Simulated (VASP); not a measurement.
Se: electric field gradients with PBE

The system is Se.

```xyz
6
Lattice="5.7558 3.3231 1.4958 -5.7558 3.3231 1.4958 0.0000 -6.6462 1.4958" Properties=species:S:1:pos:R:3 pbc="T T T"
Se    0.6800   -4.6297    2.0362
Se    3.6694    2.9038    2.0362
Se   -4.3495    1.7259    2.0362
Se   -0.6800    4.6297    2.4510
Se   -3.6694   -2.9038    2.4510
Se    4.3495   -1.7259    2.4510
```

This cell differs from its parent crystal: volume scaled by 1.04.

```
Program                : VASP 6.6.1
Task                   : electric field gradients
Functional             : PBE
Potentials or basis    : VASP PAW PBE potentials, release 64 (Se)
Cutoff                 : 520 eV
k mesh                 : 6 × 6 × 6
Occupations            : fermi-dirac, width 0.01 eV
Spin                   : no spin polarisation
Dipole correction      : no
Further INCAR settings : ALGO = Normal; EDIFF = 1e-08; NBANDS = 27
```

```json
{"Pressure": "0.7 GPa", "Largest force": "0.106 eV/Å", "Band gap on the k mesh": "1.13 eV, indirect (least direct gap 1.37 eV)"}
```

Forces on the atoms (eV/Å):
```
Se   0.086  0.063 -0.003
Se  -0.097  0.043 -0.003
Se   0.012 -0.106 -0.003
Se  -0.086 -0.063  0.003
Se   0.097 -0.043  0.003
Se  -0.012  0.106  0.003
```

Stress tensor (GPa, compression positive):
```
0.42 0.00 0.00
0.00 0.42 0.00
0.00 0.00 1.15
```

Levels at points of the mesh, in eV from the valence-band top:
```tsv
k point	band 16	band 17	band 18	band 19	band 20	band 21
(0.00, 0.00, 0.00)	-0.75	-0.65	-0.65	1.65	1.65	2.43
(0.50, 0.00, 0.00)	-0.90	-0.36	-0.35	1.62	1.79	2.49
(0.50, 0.50, 0.00)	-1.10	-0.86	-0.38	1.39	1.67	2.21
(0.50, 0.50, 0.50)	-1.24	-1.24	0.00	1.37	1.37	1.85
```

Electric field gradients, principal values (V/Å²):
| atom | least | middle | greatest (by size) |
| --- | --- | --- | --- |
| 1 Se | 206.885 | 359.248 | -566.133 |
| 2 Se | 206.885 | 359.248 | -566.133 |
| 3 Se | 206.885 | 359.248 | -566.133 |
| 4 Se | 206.885 | 359.248 | -566.133 |
| 5 Se | 206.885 | 359.248 | -566.133 |
| 6 Se | 206.885 | 359.248 | -566.133 |

Run time: 3.7 min on 1 thread of Intel(R) Xeon(R) Platinum 8375C CPU @ 2.90GHz (Ice Lake) (shared host), peak memory 0.45 GiB.

Caveat: without QUAD_EFG the Cq values of the log hold for a quadrupole moment of 1 mb, not for the nuclei. A k mesh can miss the band edges.
